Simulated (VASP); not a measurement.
# CaO (Fm-3m) in VASP: notebook

The runs below take CaO through single point, with PBE.

Program: VASP 6.6.1. These are calculated values, not measurements. Logs are shortened: lines on timing, memory, paths and dates and some standing lists are left out, and cuts for length are marked.

## (1) The cell of the first run

Symmetry: Fm-3m, No. 225, cubic system. The conventional cell has a = 4.421 Å, b = 4.421 Å, c = 4.421 Å, α = 90.00°, β = 90.00°, γ = 90.00°. Within 2.9 Å of Ca (site symmetry m-3m) lie 6 O at 2.21 Å. O (site symmetry m-3m) has 6 Ca at 2.21 Å within 2.9 Å.

## (2) Single point, PBE

File INCAR:

```
  ALGO = Normal
  EDIFF = 1E-6
  ENCUT = 600
  GGA = PE
  GGA_COMPAT = False
  ISIF = 2
  ISMEAR = 0
  LASPH = True
  LCHARG = True
  LELF = True
  LREAL = False
  LVHAR = True
  LWAVE = False
  NBANDS = 15
  NELM = 120
  PREC = Accurate
  SIGMA = 0.02
```

File KPOINTS:

```
k-points
0
Gamma
  8 8 8
```

File POSCAR:

```
CaO
1.0
    0.0000000000      2.2105048660      2.2105048660
    2.2105048660      0.0000000000      2.2105048660
    2.2105048660      2.2105048660      0.0000000000
Ca O
1 1
Direct
    0.0000000000      0.0000000000      0.0000000000
    0.5000000000      0.5000000000      0.5000000000
```

Potentials or basis: VASP PAW PBE potentials, release 64 (Ca_sv, O).

Launch:

```sh
$ cat potpaw_PBE.64/Ca_sv/POTCAR potpaw_PBE.64/O/POTCAR > POTCAR
$ mpirun -np 1 vasp_std > vasp.out
```

OUTCAR:

```text
EDIFF = 1E-6
   ENCUT = 600
   GGA = PE
   ISIF = 2
   ISMEAR = 0
   LASPH = True
   LREAL = False
   NELM = 120
   PREC = Accurate

 ion  position               nearest neighbor table
   1  0.000  0.000  0.000-   2 2.21   2 2.21   2 2.21   2 2.21   2 2.21   2 2.21
   2  0.500  0.500  0.500-   1 2.21   1 2.21   1 2.21   1 2.21   1 2.21   1 2.21

  LATTYP: Found a face centered cubic cell.
 ALAT       =     4.4210097320

  Lattice vectors:

 A1 = (   0.0000000000,   2.2105048660,   2.2105048660)
 A2 = (   2.2105048660,   0.0000000000,   2.2105048660)
 A3 = (   2.2105048660,   2.2105048660,   0.0000000000)

Analysis of symmetry for initial positions (statically):
=====================================================================
 Subroutine PRICEL returns:
 Original cell was already a primitive cell.

 Routine SETGRP: Setting up the symmetry group for a
 face centered cubic supercell.

 Subroutine GETGRP returns: Found 48 space group operations
 (whereof 48 operations were pure point group operations)
 out of a pool of 48 trial point group operations.

The static configuration has the point symmetry O_h .

Analysis of symmetry for dynamics (positions and initial velocities):
=====================================================================
 Subroutine PRICEL returns:
 Original cell was already a primitive cell.

 Routine SETGRP: Setting up the symmetry group for a
 face centered cubic supercell.

 Subroutine GETGRP returns: Found 48 space group operations
 (whereof 48 operations were pure point group operations)
 out of a pool of 48 trial point group operations.

The dynamic configuration has the point symmetry O_h .

 Subroutine INISYM returns: Found 48 space group operations
 (whereof 48 operations are pure point group operations),
 and found     1 'primitive' translations

----------------------------------------------------------------------------------------

                                     Primitive cell

  volume of cell :      21.6025

  direct lattice vectors                    reciprocal lattice vectors
     0.000000000  2.210504866  2.210504866    -0.226192671  0.226192671  0.226192671
     2.210504866  0.000000000  2.210504866     0.226192671 -0.226192671  0.226192671
     2.210504866  2.210504866  0.000000000     0.226192671  0.226192671 -0.226192671

  length of vectors
     3.126125961  3.126125961  3.126125961     0.391777199  0.391777199  0.391777199

  position of ions in fractional coordinates (direct lattice)
     0.000000000  0.000000000  0.000000000
     0.500000000  0.500000000  0.500000000

  ion indices of the primitive-cell ions
   primitive index   ion index
                 1           1
                 2           2

----------------------------------------------------------------------------------------

 KPOINTS: k-points

Automatic generation of k-mesh.
 Grid dimensions read from file:
 generate k-points for:    8    8    8

 Generating k-lattice:

  Cartesian coordinates                     Fractional coordinates (reciprocal lattice)
    -0.028274084  0.028274084  0.028274084     0.125000000  0.000000000  0.000000000
     0.028274084 -0.028274084  0.028274084     0.000000000  0.125000000  0.000000000
     0.028274084  0.028274084 -0.028274084     0.000000000  0.000000000  0.125000000

  Length of vectors
     0.048972150  0.048972150  0.048972150

  Shift w.r.t. Gamma in fractional coordinates (k-lattice)
     0.000000000  0.000000000  0.000000000

 Subroutine IBZKPT returns following result:
 ===========================================

 Found     29 irreducible k-points:

 Following reciprocal coordinates:
            Coordinates               Weight
  0.000000  0.000000  0.000000      1.000000
  0.125000  0.000000  0.000000      8.000000
  0.250000  0.000000  0.000000      8.000000
  0.375000  0.000000  0.000000      8.000000
  0.500000  0.000000  0.000000      4.000000
  0.125000  0.125000  0.000000      6.000000
[... 16 lines left out ...]
  0.500000  0.250000  0.125000     48.000000
 -0.375000  0.250000  0.125000     24.000000
 [... further k-points ...]
   k-points           NKPTS =     29   k-points in BZ     NKDIM =     29   number of bands    NBANDS=     15
   number of dos      NEDOS =    301   number of ions     NIONS =      2
   total plane-waves  NPLWV =  21952
   dimension x,y,z NGX =    28 NGY =   28 NGZ =   28
   dimension x,y,z NGXF=    56 NGYF=   56 NGZF=   56
   ions per type =               1   1
   NGX,Y,Z   is equivalent  to a cutoff of  14.89, 14.89, 14.89 a.u.
   NGXF,Y,Z  is equivalent  to a cutoff of  29.78, 29.78, 29.78 a.u.
 SYSTEM =  unknown system
   PREC   = accura    normal or accurate (medium, high low for compatibility)
   ISTART =      0    job   : 0-new  1-cont  2-samecut
   ICHARG =      2    charge: 1-file 2-atom 10-const
   ISPIN  =      1    spin polarized calculation?
   LNONCOLLINEAR =      F non collinear calculations
   LSORBIT =      F    spin-orbit coupling
   LASPH  =      T    aspherical Exc in radial PAW
   ENCUT  =  600.0 eV  44.10 Ry    6.64 a.u.   6.24  6.24  6.24*2*pi/ulx,y,z
   NELM   =    120;   NELMIN=  2; NELMDL= -5     # of ELM steps
   EDIFF  = 0.1E-05   stopping-criterion for ELM
   LREAL  =      F    real-space projection
   EDIFFG = 0.1E-04   stopping-criterion for IOM
   NSW    =      0    number of steps for IOM
   IBRION =     -1    ionic relax: 0-MD 1-quasi-New 2-CG
   NFREE  =      0    steps in history (QN), initial steepest desc. (CG)
   ISIF   =      2    stress and relaxation
   ISYM   =      2    0-nonsym 1-usesym 2-fastsym
   POTIM  = 0.5000    time-step for ionic-motion
   TEBEG  =    0.0;   TEEND  =   0.0 temperature during run
   PSTRESS=    0.0 pullay stress
   NELECT =      16.0000    total number of electrons
   NUPDOWN=      -1.0000    fix difference up-down
   EMIN   =  10.00;   EMAX   =-10.00  energy-range for DOS
   EFERMI =   0.00;   METHOD = LEGACY
   ISMEAR =     0;   SIGMA  =   0.02  broadening in eV -4-tet -1-fermi 0-gaus
   EFERMI_NEDOS =   21; number of points for ismear=-14 and -15
   IALGO  =     38    algorithm
   IMIX   =      4    mixing-type and parameters
     AMIX     =   0.40;   BMIX     =  1.00
     AMIX_MAG =   1.60;   BMIX_MAG =  1.00
  volume/ion in A,a.u.               =      10.80        72.89
  Fermi-wavevector in a.u.,A,eV,Ry     =   1.481199  2.799060 29.850500  2.193950
  Thomas-Fermi vector in A             =   2.595139
   LORBIT       =      0    0 simple, 1 ext, 2 COOP (PROOUT), +10 PAW based schemes
   GGA     = PE    functional components
   LHFCALC =     F    Hartree Fock is set to
   AEXX    =    0.0000 exact exchange contribution
   IVDW    =     0    specifies the selected vdW correction
   LEPSILON=     F    determine dielectric tensor
   LRPA    =     F    only Hartree local field effects (RPA)
 non-spin polarized calculation
 Gauss-broadening in eV      SIGMA  =   0.02
  energy-cutoff  :      600.00
  volume of cell :       21.60
 maximum number of plane-waves:       736
 NGX is ok and might be reduce to    28
   NGX = 13   NGY = 13   NGZ = 13

 number of electron      15.9999999 magnetization

 Free energy of the ion-electron system (eV)
  ---------------------------------------------------
  ext. energy  EPLUGINS =         0.00000000
  ---------------------------------------------------
  free energy    TOTEN  =       -11.94845949 eV

  energy without entropy =      -11.94845949  energy(sigma->0) =      -11.94845949

 E-fermi :   4.1017     XC(G=0): -11.7647

 val. band max:        3.9991739421   @ k =   0.0000   0.0000   0.0000
 cond. band min:       7.3818065432   @ k =   0.5000   0.5000   0.0000
 fundamental gap:      3.3826326011
 Fermi energy:         4.1016638345

 k-point     1 :       0.0000    0.0000    0.0000
  band No.  band energies     occupation
      1     -32.7901      2.00000
      2     -13.2382      2.00000
      3     -13.2382      2.00000
      4     -13.2382      2.00000
      5     -12.0183      2.00000
      6       3.9992      2.00000
      7       3.9992      2.00000
      8       3.9992      2.00000
      9      10.7311      0.00000
     10      10.7311      0.00000
     11      10.7311      0.00000
     12      11.0702      0.00000
     13      12.7281      0.00000
     14      12.7281      0.00000
     15      20.6279      0.00000

 k-point     2 :       0.1250    0.0000    0.0000
  band No.  band energies     occupation
      1     -32.7464      2.00000
      2     -13.9857      2.00000
      3     -13.2523      2.00000
      4     -13.2523      2.00000
      5     -11.2895      2.00000
      6       3.3790      2.00000
      7       3.6642      2.00000
      8       3.6642      2.00000
      9      10.7034      0.00000
     10      11.0913      0.00000
     11      11.0913      0.00000
     12      11.8155      0.00000
     13      13.2890      0.00000
     14      13.2890      0.00000
     15      21.5173      0.00000

 k-point     3 :       0.2500    0.0000    0.0000
  band No.  band energies     occupation
      1     -32.6392      2.00000
      2     -14.9755      2.00000
      3     -13.2855      2.00000
      4     -13.2855      2.00000
      5     -10.3415      2.00000
      6       2.1440      2.00000
      7       2.9730      2.00000
      8       2.9730      2.00000
      9      10.9415      0.00000
     10      12.0439      0.00000
     11      12.0439      0.00000
     12      13.3570      0.00000
     13      14.6020      0.00000
     14      14.6020      0.00000
     15      22.6516      0.00000

 k-point     4 :       0.3750    0.0000    0.0000
  band No.  band energies     occupation
      1     -32.5290      2.00000
      2     -15.6802      2.00000
      3     -13.3179      2.00000
      4     -13.3179      2.00000
      5      -9.6709      2.00000
      6       1.1070      2.00000
      7       2.3923      2.00000
      8       2.3923      2.00000
      9      11.6740      0.00000
     10      13.1809      0.00000
     11      13.1809      0.00000
     12      14.4665      0.00000
     13      15.9853      0.00000
     14      15.9853      0.00000
     15      22.1967      0.00000
[... 307 lines left out ...]
 k-point    22 :       0.3750    0.2500    0.1250
  band No.  band energies     occupation
      1     -32.5613      2.00000
      2     -15.0427      2.00000
      3     -13.6017      2.00000
      4     -13.3658      2.00000
      5     -10.3381      2.00000
      6       1.7289      2.00000
      7       2.8738      2.00000
      8       3.4387      2.00000
      9       9.6861      0.00000
     10      13.0071      0.00000
     11      13.0557      0.00000
     12      13.6048      0.00000
     13      14.6742      0.00000
     14      16.4797      0.00000
     15      23.3878      0.00000

 k-point    23 :       0.5000    0.2500    0.1250
  band No.  band energies     occupation
      1     -32.4740      2.00000
      2     -15.3505      2.00000
      3     -13.7472      2.00000
      4     -13.4529      2.00000
      5     -10.1417      2.00000
      6       1.5913      2.00000
      7       2.4814      2.00000
      8       3.0302      2.00000
      9      10.4334      0.00000
     10      12.9565      0.00000
     11      13.8333      0.00000
     12      14.3981      0.00000
     13      16.0127      0.00000
     14      17.6674      0.00000
     15      22.1773      0.00000

 k-point    24 :      -0.3750    0.2500    0.1250
  band No.  band energies     occupation
      1     -32.4373      2.00000
      2     -15.4735      2.00000
      3     -13.7775      2.00000
      4     -13.5169      2.00000
      5     -10.0703      2.00000
      6       1.5359      2.00000
      7       2.5472      2.00000
      8       2.6378      2.00000
      9      11.7140      0.00000
     10      11.7946      0.00000
     11      14.2453      0.00000
     12      15.0055      0.00000
     13      16.3404      0.00000
     14      18.5395      0.00000
     15      21.4406      0.00000

 [... further k-points ...]

------------------------ aborting loop because EDIFF is reached ----------------------------------------

  FORCE on cell =-STRESS in cart. coord.  units (eV):
  Direction    XX          YY          ZZ          XY          YZ          ZX
  --------------------------------------------------------------------------------------
  -------------------------------------------------------------------------------------
  Total        6.9557588      6.9557588      6.9557588      0.0000000      0.0000000     -0.0000000
  in kB      515.8823575    515.8823575    515.8823575      0.0000000      0.0000000     -0.0000000
  external PRESSURE =     515.8823575 kB  Pullay stress =       0.0000000 kB

 VOLUME and BASIS-vectors are now :
 -----------------------------------------------------------------------------
  energy-cutoff  :      600.00
  volume of cell :       21.60
      direct lattice vectors                 reciprocal lattice vectors
     0.000000000  2.210504866  2.210504866    -0.226192671  0.226192671  0.226192671
     2.210504866  0.000000000  2.210504866     0.226192671 -0.226192671  0.226192671
     2.210504866  2.210504866  0.000000000     0.226192671  0.226192671 -0.226192671

 POSITION                                       TOTAL-FORCE (eV/Angst)
 -----------------------------------------------------------------------------------
      0.00000      0.00000      0.00000         0.000000      0.000000      0.000000
      2.21050      2.21050      2.21050        -0.000000     -0.000000     -0.000000
 -----------------------------------------------------------------------------------
    total drift:                                0.000000      0.000000      0.000000

  FREE ENERGIE OF THE ION-ELECTRON SYSTEM (eV)
  ---------------------------------------------------
  free  energy   TOTEN  =       -11.9484594904 eV

  energy  without entropy=      -11.9484594904  energy(sigma->0) =      -11.94845949
```

It took 8 s on 1 thread of AMD EPYC 9R45 (Zen 5), shared host; peak memory 0.13 GiB.

What came out:

| Property | Result |
| --- | --- |
| Free energy | -11.9485 eV |
| Pressure | 51.6 GPa |
| Band gap on the k mesh | 3.38 eV (least direct gap 3.63 eV) |

Caveat: the cell stands under pressure. A k mesh can miss the band edges.

## (3) Single point, PBE

File INCAR:

```
ALGO = Normal
EDIFF = 1E-6
ENCUT = 600
GGA = PE
GGA_COMPAT = F
ISIF = 2
ISMEAR = 0
LASPH = T
LCHARG = T
LELF = T
LREAL = F
LVHAR = T
LWAVE = F
NBANDS = 15
NELM = 120
PREC = Accurate
SIGMA = 0.02
```

File KPOINTS:

```
k-points
0
Gamma
  10 10 10
```

POSCAR is that of step 2.

Potentials or basis: VASP PAW PBE potentials, release 64 (Ca_sv, O).

Launch:

```sh
$ cat potpaw_PBE.64/Ca_sv/POTCAR potpaw_PBE.64/O/POTCAR > POTCAR
$ mpirun -np 1 vasp_std > vasp.out
```

Run time: 12 s. Hardware: 1 thread of AMD EPYC 9R45 (Zen 5), shared host; peak memory 0.14 GiB.

It converged, with:

- Free energy: -11.9485 eV
- Pressure: 51.6 GPa
- Band gap on the k mesh: 3.38 eV (least direct gap 3.63 eV)

Levels at points of the mesh, in eV from the valence-band top:
```csv
k point,band 6,band 7,band 8,band 9,band 10,band 11
"(0.00, 0.00, 0.00)",0.00,0.00,0.00,6.73,6.73,6.73
"(0.50, 0.00, 0.00)",-3.29,-1.82,-1.82,8.25,9.73,9.73
"(0.50, 0.50, 0.00)",-0.99,-0.25,-0.25,3.38,10.08,10.33
```

Caveat: the cell stands under pressure.

## (4) Single point, PBE

This run uses another cell than the first one, of 9.46 Å³/atom.

File INCAR:

```
ALGO = Normal ; EDIFF = 1E-6
ENCUT = 600 ; GGA = PE
GGA_COMPAT = F ; ISIF = 2
ISMEAR = 0 ; LASPH = T
LCHARG = F ; LREAL = F
LWAVE = F ; NBANDS = 15
NELM = 120 ; PREC = Accurate
SIGMA = 0.02
```

File KPOINTS:

```
k-points
0
Gamma
  14 14 14
```

File POSCAR:

```
CaO
1.0
    0.0000000000      2.1148469874      2.1148469874
    2.1148469874      0.0000000000      2.1148469874
    2.1148469874      2.1148469874      0.0000000000
Ca O
1 1
Direct
    0.0000000000      0.0000000000      0.0000000000
    0.5000000000      0.5000000000      0.5000000000
```

Launch:

```sh
$ cat potpaw_PBE.64/Ca_sv/POTCAR potpaw_PBE.64/O/POTCAR > POTCAR
$ mpirun -np 1 vasp_std > vasp.out
```

It took 14 s on 1 thread of AMD EPYC 9R45 (Zen 5), shared host; peak memory 0.14 GiB.

It converged, with:

```
Free energy            : -10.6901 eV
Pressure               : 102.7 GPa
Band gap on the k mesh : 3.07 eV (least direct gap 3.17 eV)
```

Levels at points of the mesh, in eV from the valence-band top:
| k point | band 6 | band 7 | band 8 | band 9 | band 10 | band 11 |
| --- | --- | --- | --- | --- | --- | --- |
| (0.00, 0.00, 0.00) | 0.00 | 0.00 | 0.00 | 6.89 | 6.89 | 6.89 |
| (0.50, 0.00, 0.00) | -3.67 | -2.28 | -2.28 | 8.89 | 10.46 | 10.46 |
| (0.50, 0.50, 0.00) | -0.61 | -0.09 | -0.09 | 3.07 | 11.08 | 11.32 |

Caveat: the cell stands under pressure. A k mesh can miss the band edges.

## (5) Summary

| cell | k mesh | gap on the mesh (eV) | pressure (GPa) |
| --- | --- | --- | --- |
| a = 3.126 Å, angles 60.0°, 2 atoms | 8 × 8 × 8 | 3.38 | 51.6 |
| a = 3.126 Å, angles 60.0°, 2 atoms | 10 × 10 × 10 | 3.38 | 51.6 |
| a = 2.991 Å, angles 60.0°, 2 atoms | 14 × 14 × 14 | 3.07 | 102.7 |

Alike in all rows: task single point; level PBE; potentials or basis VASP PAW PBE potentials, release 64 (Ca_sv, O); no spin polarisation; cutoff (eV) 600; smearing gaussian 0.02 eV.

Caveats: the cell stands under pressure.

Total energies depend on the potentials used, so only differences within one code and one set of settings carry meaning.
